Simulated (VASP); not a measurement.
Input of a VASP 6.6.1 run:

The input INCAR:

```
SYSTEM = Si2W
  ALGO = Normal
  EDIFF = 1E-7
  ENCUT = 520
  GGA = PE
  ISIF = 2
  ISMEAR = 0
  LASPH = .TRUE.
  LCHARG = .FALSE.
  LREAL = .FALSE.
  LWAVE = .FALSE.
  NBANDS = 18
  NELM = 100
  PREC = Accurate
  SIGMA = 0.05
```

KPOINTS

```
k-points
0
G
  18 18 18
  0 0 0
```

File POSCAR:

```
Si2W
1.0
   -1.6028369112      1.6028369112      3.9112474059
    1.6028369112     -1.6028369112      3.9112474059
    1.6028369112      1.6028369112     -3.9112474059
Si W
2 1
Direct
    0.3342708085      0.3342708085      0.0000000000
    0.6657291915      0.6657291915      0.0000000000
    0.0000000000      0.0000000000      0.0000000000
```

Potentials or basis: VASP PAW PBE potentials, release 64 (Si, W_sv).

The run is started by

```console
$ cat potpaw_PBE.64/Si/POTCAR potpaw_PBE.64/W_sv/POTCAR > POTCAR
$ mpirun -np 1 vasp_std > vasp.out
```

Question: What does it give for the band gap on the k mesh?

Answer: Zero (bands 11 and 12 overlap by 1.30 eV).

Question: Estimate the largest force.

Answer: 0.007 eV/Å.

Question: Predict the pressure.

Answer: 4.7 GPa.

Stress tensor (GPa, compression positive):
```
4.75 0.00 0.00
0.00 4.75 0.00
0.00 0.00 4.62
```

Caveat: the cell stands under pressure; spin-orbit coupling is left out, which moves the levels of the heavy elements.
